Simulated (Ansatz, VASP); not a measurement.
Two plane-wave programs on P

```
CELL_PARAMETERS angstrom
2.63217 0.00000 0.00000
-1.31608 2.27952 0.00000
0.00000 0.00000 9.71107
ATOMIC_POSITIONS crystal
P 0.00000 0.00000 0.00000
P 0.00000 0.00000 0.50000
P 0.33333 0.66667 0.25000
P 0.66667 0.33333 0.75000
```

Alike in both runs: task single point; functional LDA; k mesh 18 × 18 × 5; occupations fermi-dirac, width 0.1 eV; no spin polarisation.

|  | VASP | Ansatz |
| --- | --- | --- |
| version | VASP 6.6.1 | Ansatz 0.2.0 |
| potentials or method | VASP PAW LDA potentials, release 64 (P), cutoff 520 eV | plane waves (420 eV) with PAW, scalar-relativistic |
| valence electrons in the cell | 20 | 20 |

|  | VASP | Ansatz | Ansatz less VASP |
| --- | --- | --- | --- |
| pressure (GPa) | -3.9 | -3.8 | +0.06 |
| traceless stress, the component that is largest in VASP (GPa) | 0.80 | 0.78 | -0.012 |

Ansatz warns that its potentials were made for another functional, while VASP's fit it. LDA's correlation is that of Perdew and Zunger in VASP and of Perdew and Wang (1992) in Ansatz.
